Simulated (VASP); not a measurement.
A run of VASP 6.6.1 is set up as follows.

INCAR

```
SYSTEM = W
  ALGO = Normal
  EDIFF = 1E-6
  ENCUT = 520
  GGA = PE
  ISIF = 2
  ISMEAR = 0
  LASPH = .TRUE.
  LCHARG = .FALSE.
  LREAL = .FALSE.
  LWAVE = .FALSE.
  NBANDS = 21
  NELM = 100
  PREC = Accurate
  SIGMA = 0.05
```

File KPOINTS:

```
k-points
0
G
  8 8 8
  0 0 0
```

Contents of POSCAR:

```
W
1.0
    0.0000000000      2.8764613227      2.8764613227
    2.8764613227      0.0000000000      2.8764613227
    2.8764613227      2.8764613227      0.0000000000
W
2
Direct
    0.0000000000      0.0000000000      0.0000000000
    0.2500000000      0.2500000000      0.2500000000
```

Potentials or basis: VASP PAW PBE potentials, release 64 (W_sv).

Run with:

```bash
$ cat potpaw_PBE.64/W_sv/POTCAR > POTCAR
$ mpirun -np 1 vasp_std > vasp.out
```

(1) Predict the pressure.

(2) Estimate the band gap on the k mesh.

## Answers

(1) 5.7 GPa.

(2) zero (band 14 reaches 6.03 eV, above the bottom of band 15 at 5.21 eV).

Caveat: spin-orbit coupling is left out, which moves the levels of the heavy elements.
